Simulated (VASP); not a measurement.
# GaN (P6_3mc) in VASP: further runs, part 2 of 3

VASP 6.6.1. The steps go on from the part before.

### Step 4. Single point, PBE (epitaxial xy strain +1.5%)

Contents of INCAR:

```
PREC = Accurate ; ENCUT = 520
EDIFF = 1E-7 ; ISMEAR = -1
SIGMA = 0.02 ; LREAL = F
LASPH = T ; NELM = 80
ALGO = Normal ; ISIF = 2
LWAVE = F ; LCHARG = F
GGA = PE ; NBANDS = 26
```

Contents of KPOINTS:

```
Automatic mesh
0
Gamma
  12 12 6
```

Contents of POSCAR:

```
GaN
1.0
    3.2308966026      0.0000000000      0.0000000000
   -1.6154483013      2.7980385348      0.0000000000
    0.0000000000      0.0000000000      5.1468938292
Ga N
2 2
Direct
    0.3333333333      0.6666666667     -0.0026396701
    0.6666666667      0.3333333333      0.4973603299
    0.3333333333      0.6666666667      0.3776396701
    0.6666666667      0.3333333333      0.8776396701
```

Potentials or basis: VASP PAW PBE potentials, release 64 (Ga_d, N).

Run with:

```
cat potpaw_PBE.64/Ga_d/POTCAR potpaw_PBE.64/N/POTCAR > POTCAR
mpirun -np 1 vasp_std > vasp.out
```

OUTCAR:

```text
PREC = Accurate
   ENCUT = 520
   EDIFF = 1E-7
   ISMEAR = -1
   LREAL = F
   LASPH = T
   NELM = 80
   ISIF = 2
   GGA = PE

 ion  position               nearest neighbor table
   1  0.333  0.667  0.997-   3 1.96   4 1.96   4 1.96   4 1.96
   2  0.667  0.333  0.497-   4 1.96   3 1.96   3 1.96   3 1.96
   3  0.333  0.667  0.378-   1 1.96   2 1.96   2 1.96   2 1.96
   4  0.667  0.333  0.878-   2 1.96   1 1.96   1 1.96   1 1.96

  LATTYP: Found a hexagonal cell.
 ALAT       =     3.2308966026
 C/A-ratio  =     1.5930233809

  Lattice vectors:

 A1 = (   3.2308966026,   0.0000000000,   0.0000000000)
 A2 = (  -1.6154483013,   2.7980385348,   0.0000000000)
 A3 = (   0.0000000000,   0.0000000000,   5.1468938292)

Analysis of symmetry for initial positions (statically):
=====================================================================
 Subroutine PRICEL returns:
 Original cell was already a primitive cell.

 Routine SETGRP: Setting up the symmetry group for a
 hexagonal supercell.

 Subroutine GETGRP returns: Found 12 space group operations
 (whereof  6 operations were pure point group operations)
 out of a pool of 24 trial point group operations.

The static configuration has the point symmetry C_3v.
 The point group associated with its full space group is C_6v.

Analysis of symmetry for dynamics (positions and initial velocities):
=====================================================================
 Subroutine PRICEL returns:
 Original cell was already a primitive cell.

 Routine SETGRP: Setting up the symmetry group for a
 hexagonal supercell.

 Subroutine GETGRP returns: Found 12 space group operations
 (whereof  6 operations were pure point group operations)
 out of a pool of 24 trial point group operations.

The dynamic configuration has the point symmetry C_3v.
 The point group associated with its full space group is C_6v.

 Subroutine INISYM returns: Found 12 space group operations
 (whereof  6 operations are pure point group operations),
 and found     1 'primitive' translations

----------------------------------------------------------------------------------------

                                     Primitive cell

  volume of cell :      46.5288

  direct lattice vectors                    reciprocal lattice vectors
     3.230896603  0.000000000  0.000000000     0.309511607  0.178696610  0.000000000
    -1.615448301  2.798038535  0.000000000     0.000000000  0.357393219  0.000000000
     0.000000000  0.000000000  5.146893829     0.000000000  0.000000000  0.194291943

  length of vectors
     3.230896603  3.230896603  5.146893829     0.357393219  0.357393219  0.194291943

  position of ions in fractional coordinates (direct lattice)
     0.333333333  0.666666667  0.997360330
     0.666666667  0.333333333  0.497360330
     0.333333333  0.666666667  0.377639670
     0.666666667  0.333333333  0.877639670

  ion indices of the primitive-cell ions
   primitive index   ion index
                 1           1
                 2           2
                 3           3
                 4           4

----------------------------------------------------------------------------------------

 KPOINTS: Automatic mesh

Automatic generation of k-mesh.
 Grid dimensions read from file:
 generate k-points for:   12   12    6

 Generating k-lattice:

  Cartesian coordinates                     Fractional coordinates (reciprocal lattice)
     0.025792634  0.014891384  0.000000000     0.083333333  0.000000000  0.000000000
     0.000000000  0.029782768  0.000000000     0.000000000  0.083333333  0.000000000
     0.000000000  0.000000000  0.032381990     0.000000000  0.000000000  0.166666667

  Length of vectors
     0.029782768  0.029782768  0.032381990

  Shift w.r.t. Gamma in fractional coordinates (k-lattice)
     0.000000000  0.000000000  0.000000000

 Subroutine IBZKPT returns following result:
 ===========================================

 Found     76 irreducible k-points:

 Following reciprocal coordinates:
            Coordinates               Weight
  0.000000  0.000000  0.000000      1.000000
  0.083333  0.000000  0.000000      6.000000
  0.166667  0.000000  0.000000      6.000000
  0.250000  0.000000  0.000000      6.000000
  0.333333  0.000000  0.000000      6.000000
  0.416667  0.000000  0.000000      6.000000
[... 16 lines left out ...]
  0.250000  0.000000  0.166667     12.000000
  0.333333  0.000000  0.166667     12.000000
 [... further k-points ...]
   k-points           NKPTS =     76   k-points in BZ     NKDIM =     76   number of bands    NBANDS=     26
   number of dos      NEDOS =    301   number of ions     NIONS =      4
   total plane-waves  NPLWV =  23040
   dimension x,y,z NGX =    24 NGY =   24 NGZ =   40
   dimension x,y,z NGXF=    48 NGYF=   48 NGZF=   80
   ions per type =               2   2
   NGX,Y,Z   is equivalent  to a cutoff of  12.35, 12.35, 12.92 a.u.
   NGXF,Y,Z  is equivalent  to a cutoff of  24.70, 24.70, 25.84 a.u.
 SYSTEM =  unknown system
   PREC   = accura    normal or accurate (medium, high low for compatibility)
   ISTART =      0    job   : 0-new  1-cont  2-samecut
   ICHARG =      2    charge: 1-file 2-atom 10-const
   ISPIN  =      1    spin polarized calculation?
   LNONCOLLINEAR =      F non collinear calculations
   LSORBIT =      F    spin-orbit coupling
   LASPH  =      T    aspherical Exc in radial PAW
   ENCUT  =  520.0 eV  38.22 Ry    6.18 a.u.   6.01  6.01  9.57*2*pi/ulx,y,z
   NELM   =     80;   NELMIN=  2; NELMDL= -5     # of ELM steps
   EDIFF  = 0.1E-06   stopping-criterion for ELM
   LREAL  =      F    real-space projection
   EDIFFG = 0.1E-05   stopping-criterion for IOM
   NSW    =      0    number of steps for IOM
   IBRION =     -1    ionic relax: 0-MD 1-quasi-New 2-CG
   NFREE  =      0    steps in history (QN), initial steepest desc. (CG)
   ISIF   =      2    stress and relaxation
   ISYM   =      2    0-nonsym 1-usesym 2-fastsym
   POTIM  = 0.5000    time-step for ionic-motion
   TEBEG  =    0.0;   TEEND  =   0.0 temperature during run
   PSTRESS=    0.0 pullay stress
   NELECT =      36.0000    total number of electrons
   NUPDOWN=      -1.0000    fix difference up-down
   EMIN   =  10.00;   EMAX   =-10.00  energy-range for DOS
   EFERMI =   0.00;   METHOD = LEGACY
   ISMEAR =    -1;   SIGMA  =   0.02  broadening in eV -4-tet -1-fermi 0-gaus
   EFERMI_NEDOS =   21; number of points for ismear=-14 and -15
   IALGO  =     38    algorithm
   IMIX   =      4    mixing-type and parameters
     AMIX     =   0.40;   BMIX     =  1.00
     AMIX_MAG =   1.60;   BMIX_MAG =  1.00
  volume/ion in A,a.u.               =      11.63        78.50
  Fermi-wavevector in a.u.,A,eV,Ry     =   1.502917  2.840101 30.732291  2.258760
  Thomas-Fermi vector in A             =   2.614095
   LORBIT       =      0    0 simple, 1 ext, 2 COOP (PROOUT), +10 PAW based schemes
   GGA     = PE    functional components
   LHFCALC =     F    Hartree Fock is set to
   AEXX    =    0.0000 exact exchange contribution
   IVDW    =     0    specifies the selected vdW correction
   LEPSILON=     F    determine dielectric tensor
   LRPA    =     F    only Hartree local field effects (RPA)
 non-spin polarized calculation
  energy-cutoff  :      520.00
  volume of cell :       46.53
 maximum number of plane-waves:      1284
   NGX = 13   NGY = 13   NGZ = 19

 number of electron      35.9999981 magnetization

 Free energy of the ion-electron system (eV)
  ---------------------------------------------------
  ext. energy  EPLUGINS =         0.00000000
  ---------------------------------------------------
  free energy    TOTEN  =       -24.31080967 eV

  energy without entropy =      -24.31080967  energy(sigma->0) =      -24.31080967

 E-fermi :   5.5910     XC(G=0): -11.5706

 val. band max:        5.1671827535   @ k =   0.0000   0.0000   0.0000
 cond. band min:       6.9372910561   @ k =   0.0000   0.0000   0.0000
 fundamental gap:      1.7701083026
 Fermi energy:         5.5909758239

 k-point     1 :       0.0000    0.0000    0.0000
  band No.  band energies     occupation
      1     -10.7018      2.00000
      2      -9.8341      2.00000
      3      -8.2958      2.00000
      4      -8.2866      2.00000
      5      -8.2866      2.00000
      6      -8.2262      2.00000
[... 18 lines left out ...]
     25      16.5646      0.00000
     26      16.5646      0.00000
[... 644 lines left out ...]
      4      -8.2135      2.00000
      5      -8.1561      2.00000
      6      -8.0945      2.00000
[... 18 lines left out ...]
     25      16.3216      0.00000
     26      18.0091      0.00000

 [... further k-points ...]
[... 5 lines left out ...]
  --------------------------------------------------------------------------------------
  -------------------------------------------------------------------------------------
  Total       -0.0244582     -0.0244582      1.7870414      0.0000000      0.0000000     -0.0000000
  in kB       -0.8421969     -0.8421969     61.5351465      0.0000000      0.0000000     -0.0000000
  external PRESSURE =      19.9502509 kB  Pullay stress =       0.0000000 kB

 VOLUME and BASIS-vectors are now :
 -----------------------------------------------------------------------------
  energy-cutoff  :      520.00
  volume of cell :       46.53
      direct lattice vectors                 reciprocal lattice vectors
     3.230896603  0.000000000  0.000000000     0.309511607  0.178696610  0.000000000
    -1.615448301  2.798038535  0.000000000     0.000000000  0.357393219  0.000000000
     0.000000000  0.000000000  5.146893829     0.000000000  0.000000000  0.194291943

 POSITION                                       TOTAL-FORCE (eV/Angst)
 -----------------------------------------------------------------------------------
     -0.00000      1.86536      5.13331         0.000000      0.000000     -0.009919
      1.61545      0.93268      2.55986         0.000000     -0.000000     -0.009919
     -0.00000      1.86536      1.94367        -0.000000      0.000000      0.009919
      1.61545      0.93268      4.51712         0.000000     -0.000000      0.009919
 -----------------------------------------------------------------------------------
    total drift:                               -0.000001     -0.000001     -0.001850

  FREE ENERGIE OF THE ION-ELECTRON SYSTEM (eV)
  ---------------------------------------------------
  free  energy   TOTEN  =       -24.3108096654 eV

  energy  without entropy=      -24.3108096654  energy(sigma->0) =      -24.31080967
```

stdout:

```text
POSCAR found type information on POSCAR GaN
 POSCAR found :  2 types and       4 ions
 scaLAPACK will be used
 LDA part: xc-table for (Slater+PW92), standard interpolation
 POSCAR, INCAR and KPOINTS ok, starting setup
 FFT: planning ... GRIDC
 FFT: planning ... GRID_SOFT
 FFT: planning ... GRID
 WAVECAR not read
 entering main loop
```

It took 30 s on 1 thread of Intel Xeon 6975P-C (Granite Rapids), shared host; peak memory 0.2 GiB.

What came out:

```
Free energy            : -24.3108 eV
Pressure               : 2.0 GPa
Largest force          : 0.010 eV/Å
Band gap on the k mesh : 1.77 eV, direct
```

Forces on the atoms (eV/Å):
```
Ga   0.000  0.000 -0.010
Ga   0.000  0.000 -0.010
N    0.000  0.000  0.010
N    0.000  0.000  0.010
```

Levels at points of the mesh, in eV from the valence-band top:
```csv
k point,band 14,band 15,band 16,band 17,band 18,band 19,band 20,band 21,band 22,band 23
"(0.00, 0.00, 0.00)",-1.15,-1.15,-0.08,-0.08,0.00,1.77,3.85,9.22,9.55,9.55
"(0.50, 0.00, 0.00)",-5.22,-4.13,-2.82,-2.15,-1.03,4.81,5.40,6.14,8.45,10.30
"(0.00, 0.00, 0.50)",-3.72,-0.63,-0.63,-0.63,-0.63,4.01,4.01,8.41,8.41,10.07
"(0.50, 0.00, 0.50)",-6.56,-2.00,-2.00,-1.79,-1.79,4.36,4.36,7.62,7.62,9.82
```

Caveat: the cell differs from its parent crystal (epitaxial xy strain +1.5%).

### Step 5. Single point, PBE (uniaxial z strain +3.0%)

Contents of INCAR:

```
  PREC = Accurate
  ENCUT = 520
  EDIFF = 1E-7
  ISMEAR = -1
  SIGMA = 0.02
  LREAL = False
  LASPH = True
  NELM = 60
  ALGO = Normal
  ISIF = 2
  LWAVE = False
  LCHARG = True
  GGA = PE
  LELF = True
  LVHAR = True
  NBANDS = 26
```

Contents of KPOINTS:

```
regular mesh
0
Gamma
  12 12 6
```

Contents of POSCAR:

```
GaN
1.0
    3.1831493621      0.0000000000      0.0000000000
   -1.5915746810      2.7566882117      0.0000000000
    0.0000000000      0.0000000000      5.3391338837
Ga N
2 2
Direct
    0.3333333333      0.6666666667      0.0010174803
    0.6666666667      0.3333333333      0.5010174803
    0.3333333333      0.6666666667      0.3739825197
    0.6666666667      0.3333333333      0.8739825197
```

Potentials or basis: VASP PAW PBE potentials, release 64 (Ga_d, N).

Run with:

```
cat potpaw_PBE.64/Ga_d/POTCAR potpaw_PBE.64/N/POTCAR > POTCAR
mpirun -np 1 vasp_std > vasp.out
```

OUTCAR:

```text
PREC = Accurate
   ENCUT = 520
   EDIFF = 1E-7
   ISMEAR = -1
   LREAL = False
   LASPH = True
   NELM = 60
   ISIF = 2
   GGA = PE

 ion  position               nearest neighbor table
   1  0.333  0.667  0.001-   4 1.96   4 1.96   4 1.96   3 1.99
   2  0.667  0.333  0.501-   3 1.96   3 1.96   3 1.96   4 1.99
   3  0.333  0.667  0.374-   2 1.96   2 1.96   2 1.96   1 1.99
   4  0.667  0.333  0.874-   1 1.96   1 1.96   1 1.96   2 1.99

  LATTYP: Found a hexagonal cell.
 ALAT       =     3.1831493621
 C/A-ratio  =     1.6773117678

  Lattice vectors:

 A1 = (   3.1831493621,   0.0000000000,   0.0000000000)
 A2 = (  -1.5915746810,   2.7566882117,   0.0000000000)
 A3 = (   0.0000000000,   0.0000000000,   5.3391338837)

Analysis of symmetry for initial positions (statically):
=====================================================================
 Subroutine PRICEL returns:
 Original cell was already a primitive cell.

 Routine SETGRP: Setting up the symmetry group for a
 hexagonal supercell.

[... 166 lines left out ...]
  ext. energy  EPLUGINS =         0.00000000
  ---------------------------------------------------
  free energy    TOTEN  =       -24.30394709 eV

  energy without entropy =      -24.30394709  energy(sigma->0) =      -24.30394709

 E-fermi :   5.5002     XC(G=0): -11.5386

 val. band max:        5.1046306106   @ k =   0.0000   0.0000   0.0000
 cond. band min:       6.7275310472   @ k =   0.0000   0.0000   0.0000
 fundamental gap:      1.6229004366
 Fermi energy:         5.5002162981

 k-point     1 :       0.0000    0.0000    0.0000
  band No.  band energies     occupation
      1     -10.7175      2.00000
      2      -9.8948      2.00000
      3      -8.3836      2.00000
      4      -8.3655      2.00000
      5      -8.3655      2.00000
      6      -8.3131      2.00000
[... 685 lines left out ...]
     25      16.2497      0.00000
     26      17.8298      0.00000

 [... further k-points ...]
[... 5 lines left out ...]
  --------------------------------------------------------------------------------------
  -------------------------------------------------------------------------------------
  Total        1.0739017      1.0739017     -1.4248969      0.0000000      0.0000000      0.0000000
  in kB       36.7248156     36.7248156    -48.7279956      0.0000000      0.0000000      0.0000000
  external PRESSURE =       8.2405452 kB  Pullay stress =       0.0000000 kB

 VOLUME and BASIS-vectors are now :
 -----------------------------------------------------------------------------
  energy-cutoff  :      520.00
  volume of cell :       46.85
      direct lattice vectors                 reciprocal lattice vectors
     3.183149362  0.000000000  0.000000000     0.314154281  0.181377059  0.000000000
    -1.591574681  2.756688212  0.000000000     0.000000000  0.362754118  0.000000000
     0.000000000  0.000000000  5.339133884     0.000000000  0.000000000  0.187296296

 POSITION                                       TOTAL-FORCE (eV/Angst)
 -----------------------------------------------------------------------------------
     -0.00000      1.83779      0.00543         0.000000      0.000000      0.024856
      1.59157      0.91890      2.67500         0.000000     -0.000000      0.024856
     -0.00000      1.83779      1.99674         0.000000      0.000000     -0.024856
      1.59157      0.91890      4.66631        -0.000000      0.000000     -0.024856
 -----------------------------------------------------------------------------------
    total drift:                               -0.000001     -0.000001     -0.000347

  FREE ENERGIE OF THE ION-ELECTRON SYSTEM (eV)
  ---------------------------------------------------
  free  energy   TOTEN  =       -24.3039470916 eV

  energy  without entropy=      -24.3039470916  energy(sigma->0) =      -24.30394709
```

OSZICAR:

```text
N       E                     dE             d eps       ncg     rms          rms(c)
DAV:   1     0.281565428360E+03    0.28157E+03   -0.17579E+04  4298   0.256E+03
DAV:   2     0.822291392127E+01   -0.27334E+03   -0.25780E+03  4336   0.491E+02
DAV:   3    -0.270158602259E+02   -0.35239E+02   -0.34721E+02  4716   0.143E+02
DAV:   4    -0.282146705692E+02   -0.11988E+01   -0.11937E+01  4682   0.283E+01
DAV:   5    -0.282420914018E+02   -0.27421E-01   -0.27392E-01  4848   0.406E+00    0.108E+01
DAV:   6    -0.242307227601E+02    0.40114E+01   -0.10226E+01  6530   0.481E+01    0.308E+00
DAV:   7    -0.243226296488E+02   -0.91907E-01   -0.13564E+00  4208   0.901E+00    0.269E+00
DAV:   8    -0.243169322417E+02    0.56974E-02   -0.15322E-01  6522   0.481E+00    0.789E-01
DAV:   9    -0.243034698273E+02    0.13462E-01   -0.43977E-02  6274   0.346E+00    0.371E-01
DAV:  10    -0.243039594666E+02   -0.48964E-03   -0.50422E-03  4164   0.426E-01    0.817E-02
DAV:  11    -0.243039494823E+02    0.99843E-05   -0.25946E-04  6400   0.294E-01    0.462E-02
DAV:  12    -0.243039457421E+02    0.37402E-05   -0.39125E-05  4778   0.516E-02    0.189E-02
DAV:  13    -0.243039465063E+02   -0.76421E-06   -0.13631E-05  6172   0.405E-02    0.142E-02
DAV:  14    -0.243039470608E+02   -0.55446E-06   -0.21270E-06  4514   0.112E-02    0.579E-03
DAV:  15    -0.243039470916E+02   -0.30842E-07   -0.30561E-07  3590   0.575E-03
   1 F= -.24303947E+02 E0= -.24303947E+02  d E =-.613677E-11
```

stdout:

```text
POSCAR found type information on POSCAR GaN
 POSCAR found :  2 types and       4 ions
 scaLAPACK will be used
 LDA part: xc-table for (Slater+PW92), standard interpolation
 POSCAR, INCAR and KPOINTS ok, starting setup
 FFT: planning ... GRIDC
 FFT: planning ... GRID_SOFT
 FFT: planning ... GRID
 WAVECAR not read
 entering main loop
```

Wall time 30 s (1 thread of Intel Xeon 6975P-C (Granite Rapids), shared host); peak memory 0.21 GiB.

Results:

| Item | Value |
| --- | --- |
| Free energy | -24.3039 eV |
| Pressure | 0.8 GPa |
| Largest force | 0.025 eV/Å |
| Band gap on the k mesh | 1.62 eV, direct |

Forces on the atoms (eV/Å):
```
Ga   0.000  0.000  0.025
Ga   0.000  0.000  0.025
N    0.000  0.000 -0.025
N    0.000  0.000 -0.025
```

Caveat: the cell differs from its parent crystal (uniaxial z strain +3.0%).

[end of part 2 of 3]
